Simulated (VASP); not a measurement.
# Rb2CdSe2O6 (R-3m) in VASP: single point with r2SCAN

Aim: the single point of Rb2CdSe2O6 with r2SCAN.

Everything below comes from runs of VASP 6.6.1. Logs are shortened: lines on timing, memory, paths and dates and some standing lists are left out, and cuts for length are marked.

**1. The cell of the first run**

The structure is trigonal, space group R-3m (No. 166). Conventional cell: a = 5.756 Å, b = 5.756 Å, c = 19.718 Å, α = 90.00°, β = 90.00°, γ = 120.00°. Rb (site symmetry 3m) has 9 O at 2.97 to 3.12 Å and 4 Se at 3.48 to 3.83 Å and 3 Rb at 3.53 Å and 1 Cd at 3.88 Å within 3.9 Å. Within 3.1 Å of Cd (site symmetry -3m) lie 6 O at 2.33 Å. Within 2.3 Å of Se (site symmetry 3m) lie 3 O at 1.70 Å. Within 2.4 Å of O (site symmetry m) lie 1 Se at 1.70 Å and 1 Cd at 2.33 Å.

**2. Single point, r2SCAN**

POSCAR

```
Rb2CdSe2O6
1.0
    2.8782234451      1.6617430808      6.5726214865
   -2.8782234451      1.6617430808      6.5726214865
    0.0000000000     -3.3234861616      6.5726214865
Rb Cd Se O
2 1 2 6
Direct
    0.8032716874      0.8032716874      0.8032716874
    0.1967283126      0.1967283126      0.1967283126
    0.0000000000      0.0000000000      0.0000000000
    0.6268345750      0.6268345750      0.6268345750
    0.3731654250      0.3731654250      0.3731654250
    0.7449463368      0.2811617129      0.7449463368
    0.7449463368      0.7449463368      0.2811617129
    0.2811617129      0.7449463368      0.7449463368
    0.2550536632      0.7188382871      0.2550536632
    0.7188382871      0.2550536632      0.2550536632
    0.2550536632      0.2550536632      0.7188382871
```

INCAR.step1

```
SYSTEM = Rb2CdSe2O6
ALGO = Normal
EDIFF = 1E-4
ENCUT = 520
GGA = PE
ISMEAR = -1
LASPH = .TRUE.
LCHARG = .FALSE.
LREAL = .FALSE.
LWAVE = .TRUE.
NBANDS = 50
NELM = 80
PREC = Accurate
SIGMA = 0.02
```

INCAR.step2

```
SYSTEM = Rb2CdSe2O6
ALGO = Normal
EDIFF = 1E-7
ENCUT = 520
ISIF = 2
ISMEAR = -1
ISTART = 1
LASPH = .TRUE.
LCHARG = .FALSE.
LMIXTAU = .TRUE.
LREAL = .FALSE.
LWAVE = .FALSE.
METAGGA = R2SCAN
NBANDS = 50
NELM = 80
PREC = Accurate
SIGMA = 0.02
```

KPOINTS

```
k-points
0
G
  6 6 6
  0 0 0
```

Potentials or basis: VASP PAW PBE potentials, release 64 (Rb_sv, Cd, Se, O).

The run is started by

```sh
cat potpaw_PBE.64/Rb_sv/POTCAR potpaw_PBE.64/Cd/POTCAR potpaw_PBE.64/Se/POTCAR potpaw_PBE.64/O/POTCAR > POTCAR
cp INCAR.step1 INCAR
mpirun -np 1 vasp_std > vasp.out
cp INCAR.step2 INCAR
mpirun -np 1 vasp_std > vasp.out
```

OUTCAR:

```text
SYSTEM = Rb2CdSe2O6
   EDIFF = 1E-7
   ENCUT = 520
   ISIF = 2
   ISMEAR = -1
   ISTART = 1
   LASPH = .TRUE.
   LREAL = .FALSE.
   METAGGA = R2SCAN
   NELM = 80
   PREC = Accurate

 ion  position               nearest neighbor table
   1  0.803  0.803  0.803-   7 2.97   6 2.97   8 2.97  10 3.12   9 3.12   9 3.12  10 3.12  11 3.12
                            11 3.12   4 3.48   2 3.53   2 3.53   2 3.53   5 3.83   5 3.83   5 3.83
   2  0.197  0.197  0.197-  11 2.97  10 2.97   9 2.97   8 3.12   6 3.12   8 3.12   6 3.12   7 3.12
                             7 3.12   5 3.48   1 3.53   1 3.53   1 3.53   4 3.83   4 3.83   4 3.83
   3  0.000  0.000  0.000-   7 2.33  11 2.33   8 2.33   9 2.33  10 2.33   6 2.33   1 3.88   2 3.88
                             1 4.28   2 4.28   1 4.28   1 4.28   2 4.28   2 4.28
   4  0.627  0.627  0.627-   7 1.70   6 1.70   8 1.70   1 3.48   2 3.83   2 3.83   2 3.83
   5  0.373  0.373  0.373-  11 1.70  10 1.70   9 1.70   2 3.48   1 3.83   1 3.83   1 3.83
   6  0.745  0.281  0.745-   4 1.70   3 2.33   1 2.97   2 3.12   2 3.12
   7  0.745  0.745  0.281-   4 1.70   3 2.33   1 2.97   2 3.12   2 3.12
   8  0.281  0.745  0.745-   4 1.70   3 2.33   1 2.97   2 3.12   2 3.12
   9  0.255  0.719  0.255-   5 1.70   3 2.33   2 2.97   1 3.12   1 3.12
  10  0.719  0.255  0.255-   5 1.70   3 2.33   2 2.97   1 3.12   1 3.12
  11  0.255  0.255  0.719-   5 1.70   3 2.33   2 2.97   1 3.12   1 3.12

  LATTYP: Found a trigonal (rhomboedric) cell.
 ALAT       =     7.3651146272
 COS(alpha) =     0.6945641658

  Lattice vectors:

 A1 = (   2.8782234451,   1.6617430808,   6.5726214865)
 A2 = (  -2.8782234451,   1.6617430808,   6.5726214865)
 A3 = (   0.0000000000,  -3.3234861616,   6.5726214865)

Analysis of symmetry for initial positions (statically):
=====================================================================
 Subroutine PRICEL returns:
 Original cell was already a primitive cell.

 Routine SETGRP: Setting up the symmetry group for a
 trigonal (rhombohedral) supercell.

 Subroutine GETGRP returns: Found 12 space group operations
 (whereof 12 operations were pure point group operations)
 out of a pool of 12 trial point group operations.

The static configuration has the point symmetry D_3d.

Analysis of symmetry for dynamics (positions and initial velocities):
=====================================================================
 Subroutine PRICEL returns:
 Original cell was already a primitive cell.

 Routine SETGRP: Setting up the symmetry group for a
 trigonal (rhombohedral) supercell.

 Subroutine GETGRP returns: Found 12 space group operations
 (whereof 12 operations were pure point group operations)
 out of a pool of 12 trial point group operations.

The dynamic configuration has the point symmetry D_3d.

 Subroutine INISYM returns: Found 12 space group operations
 (whereof 12 operations are pure point group operations),
 and found     1 'primitive' translations

----------------------------------------------------------------------------------------

                                     Primitive cell

  volume of cell :     188.6159

  direct lattice vectors                    reciprocal lattice vectors
     2.878223445  1.661743081  6.572621487     0.173718271  0.100296290  0.050715431
    -2.878223445  1.661743081  6.572621487    -0.173718271  0.100296290  0.050715431
     0.000000000 -3.323486162  6.572621487     0.000000000 -0.200592581  0.050715431

  length of vectors
     7.365114627  7.365114627  7.365114627     0.206904419  0.206904419  0.206904419

  position of ions in fractional coordinates (direct lattice)
     0.803271687  0.803271687  0.803271687
     0.196728313  0.196728313  0.196728313
     0.000000000  0.000000000  0.000000000
     0.626834575  0.626834575  0.626834575
     0.373165425  0.373165425  0.373165425
     0.744946337  0.281161713  0.744946337
     0.744946337  0.744946337  0.281161713
     0.281161713  0.744946337  0.744946337
     0.255053663  0.718838287  0.255053663
     0.718838287  0.255053663  0.255053663
     0.255053663  0.255053663  0.718838287

  ion indices of the primitive-cell ions
   primitive index   ion index
                 1           1
                 2           2
                 3           3
                 4           4
                 5           5
                 6           6
                 7           7
                 8           8
                 9           9
                10          10
                11          11

----------------------------------------------------------------------------------------

 KPOINTS: k-points

Automatic generation of k-mesh.
 Grid dimensions read from file:
 generate k-points for:    6    6    6

 Generating k-lattice:

  Cartesian coordinates                     Fractional coordinates (reciprocal lattice)
     0.028953045  0.016716048  0.008452572     0.166666667  0.000000000 -0.000000000
    -0.028953045  0.016716048  0.008452572     0.000000000  0.166666667 -0.000000000
     0.000000000 -0.033432097  0.008452572    -0.000000000 -0.000000000  0.166666667

  Length of vectors
     0.034484070  0.034484070  0.034484070

  Shift w.r.t. Gamma in fractional coordinates (k-lattice)
     0.000000000  0.000000000  0.000000000

 Subroutine IBZKPT returns following result:
 ===========================================

 Found     32 irreducible k-points:

 Following reciprocal coordinates:
            Coordinates               Weight
  0.000000  0.000000  0.000000      1.000000
  0.166667  0.000000 -0.000000      6.000000
  0.333333  0.000000  0.000000      6.000000
  0.500000 -0.000000 -0.000000      3.000000
  0.166667  0.166667 -0.000000      6.000000
  0.333333  0.166667  0.000000     12.000000
[... 16 lines left out ...]
  0.500000  0.500000  0.166667      6.000000
 -0.333333  0.500000  0.166667     12.000000
 [... further k-points ...]
   k-points           NKPTS =     32   k-points in BZ     NKDIM =     32   number of bands    NBANDS=     50
   number of dos      NEDOS =    301   number of ions     NIONS =     11
   total plane-waves  NPLWV = 175616
   dimension x,y,z NGX =    56 NGY =   56 NGZ =   56
   dimension x,y,z NGXF=   112 NGYF=  112 NGZF=  112
   ions per type =               2   1   2   6
   NGX,Y,Z   is equivalent  to a cutoff of  12.64, 12.64, 12.64 a.u.
   NGXF,Y,Z  is equivalent  to a cutoff of  25.28, 25.28, 25.28 a.u.
 SYSTEM =  Rb2CdSe2O6
   PREC   = accura    normal or accurate (medium, high low for compatibility)
   ISTART =      1    job   : 0-new  1-cont  2-samecut
   ICHARG =      0    charge: 1-file 2-atom 10-const
   ISPIN  =      1    spin polarized calculation?
   LNONCOLLINEAR =      F non collinear calculations
   LSORBIT =      F    spin-orbit coupling
   LASPH  =      T    aspherical Exc in radial PAW
   ENCUT  =  520.0 eV  38.22 Ry    6.18 a.u.  13.69 13.69 13.69*2*pi/ulx,y,z
   NELM   =     80;   NELMIN=  2; NELMDL=  0     # of ELM steps
   EDIFF  = 0.1E-06   stopping-criterion for ELM
   LREAL  =      F    real-space projection
   EDIFFG = 0.1E-05   stopping-criterion for IOM
   NSW    =      0    number of steps for IOM
   IBRION =     -1    ionic relax: 0-MD 1-quasi-New 2-CG
   NFREE  =      0    steps in history (QN), initial steepest desc. (CG)
   ISIF   =      2    stress and relaxation
   ISYM   =      2    0-nonsym 1-usesym 2-fastsym
   POTIM  = 0.5000    time-step for ionic-motion
   TEBEG  =    0.0;   TEEND  =   0.0 temperature during run
   PSTRESS=    0.0 pullay stress
   NELECT =      78.0000    total number of electrons
   NUPDOWN=      -1.0000    fix difference up-down
   EMIN   =  10.00;   EMAX   =-10.00  energy-range for DOS
   EFERMI =   0.00;   METHOD = LEGACY
   ISMEAR =    -1;   SIGMA  =   0.02  broadening in eV -4-tet -1-fermi 0-gaus
   EFERMI_NEDOS =   21; number of points for ismear=-14 and -15
   IALGO  =     38    algorithm
   IMIX   =      4    mixing-type and parameters
     AMIX     =   0.40;   BMIX     =  1.00
     AMIX_MAG =   1.60;   BMIX_MAG =  1.00
  volume/ion in A,a.u.               =      17.15       115.71
  Fermi-wavevector in a.u.,A,eV,Ry     =   1.219683  2.304867 20.240387  1.487626
  Thomas-Fermi vector in A             =   2.354927
   LORBIT       =      0    0 simple, 1 ext, 2 COOP (PROOUT), +10 PAW based schemes
   METAGGA = R2SCAN    functional components
   LHFCALC =     F    Hartree Fock is set to
   AEXX    =    0.0000 exact exchange contribution
   IVDW    =     0    specifies the selected vdW correction
   LEPSILON=     F    determine dielectric tensor
   LRPA    =     F    only Hartree local field effects (RPA)
 non-spin polarized calculation
  energy-cutoff  :      520.00
  volume of cell :      188.62
 maximum number of plane-waves:      5137
   NGX = 27   NGY = 27   NGZ = 27

 number of electron      78.0000004 magnetization

 Free energy of the ion-electron system (eV)
  ---------------------------------------------------
  ext. energy  EPLUGINS =         0.00000000
  ---------------------------------------------------
  free energy    TOTEN  =      -127.95469974 eV

  energy without entropy =     -127.95469974  energy(sigma->0) =     -127.95469974

 E-fermi :   0.7731     XC(G=0):  -9.8830

 val. band max:        0.2138258260   @ k =  -0.3333   0.3333   0.0000
 cond. band min:       4.6559778966   @ k =   0.0000   0.0000   0.0000
 fundamental gap:      4.4421520706
 Fermi energy:         0.7731148241

 k-point     1 :       0.0000    0.0000    0.0000
  band No.  band energies     occupation
      1     -25.1633      2.00000
      2     -24.9938      2.00000
      3     -20.7325      2.00000
      4     -20.5743      2.00000
      5     -18.0078      2.00000
      6     -18.0078      2.00000
[... 42 lines left out ...]
     49      10.0173      0.00000
     50      10.0684      0.00000
[... 1217 lines left out ...]
     49       9.2829      0.00000
     50       9.7650      0.00000

 [... further k-points ...]

------------------------ aborting loop because EDIFF is reached ----------------------------------------

  FORCE on cell =-STRESS in cart. coord.  units (eV):
  Direction    XX          YY          ZZ          XY          YZ          ZX
  --------------------------------------------------------------------------------------
  -------------------------------------------------------------------------------------
  Total        1.1113964      1.1113964      0.6231257      0.0000000      0.0000000      0.0000000
  in kB        9.4406375      9.4406375      5.2930744      0.0000000      0.0000000      0.0000000
  external PRESSURE =       8.0581165 kB  Pullay stress =       0.0000000 kB

 VOLUME and BASIS-vectors are now :
 -----------------------------------------------------------------------------
  energy-cutoff  :      520.00
  volume of cell :      188.62
      direct lattice vectors                 reciprocal lattice vectors
     2.878223445  1.661743081  6.572621487     0.173718271  0.100296290  0.050715431
    -2.878223445  1.661743081  6.572621487    -0.173718271  0.100296290  0.050715431
     0.000000000 -3.323486162  6.572621487     0.000000000 -0.200592581  0.050715431

 POSITION                                       TOTAL-FORCE (eV/Angst)
 -----------------------------------------------------------------------------------
      0.00000      0.00000     15.83880         0.000000      0.000000      0.003970
      0.00000      0.00000      3.87906         0.000000      0.000000     -0.003970
      0.00000      0.00000      0.00000         0.000000      0.000000      0.000000
      0.00000      0.00000     12.35984         0.000000      0.000000      0.292347
      0.00000      0.00000      7.35803         0.000000      0.000000     -0.292347
      1.33488     -0.77069     11.64047         0.138335     -0.079868     -0.124400
      0.00000      1.54138     11.64047         0.000000      0.159735     -0.124400
     -1.33488     -0.77069     11.64047        -0.138335     -0.079868     -0.124400
     -1.33488      0.77069      8.07739        -0.138335      0.079868      0.124400
      1.33488      0.77069      8.07739         0.138335      0.079868      0.124400
      0.00000     -1.54138      8.07739         0.000000     -0.159735      0.124400
 -----------------------------------------------------------------------------------
    total drift:                               -0.000000      0.000000     -0.000000

  FREE ENERGIE OF THE ION-ELECTRON SYSTEM (eV)
  ---------------------------------------------------
  free  energy   TOTEN  =      -127.9546997428 eV

  energy  without entropy=     -127.9546997428  energy(sigma->0) =     -127.95469974
```

Wall time 79 min (1 thread of Intel Xeon 8259CL, shared host); peak memory 0.67 GiB.

Results:

- Free energy: -127.9547 eV
- Pressure: 0.8 GPa
- Largest force: 0.292 eV/Å
- Band gap on the k mesh: 4.44 eV (least direct gap 4.74 eV)

Forces in eV/Å, atoms in the order of the input:
```
Rb   0.000  0.000  0.004
Rb   0.000  0.000 -0.004
Cd   0.000  0.000  0.000
Se   0.000  0.000  0.292
Se   0.000  0.000 -0.292
O    0.138 -0.080 -0.124
O    0.000  0.160 -0.124
O   -0.138 -0.080 -0.124
O   -0.138  0.080  0.124
O    0.138  0.080  0.124
O    0.000 -0.160  0.124
```

Stress tensor (GPa, compression positive):
```
0.94 0.00 0.00
0.00 0.94 0.00
0.00 0.00 0.53
```

Caveat: the PAW data sets were made with another functional, which shifts forces and pressure a little.
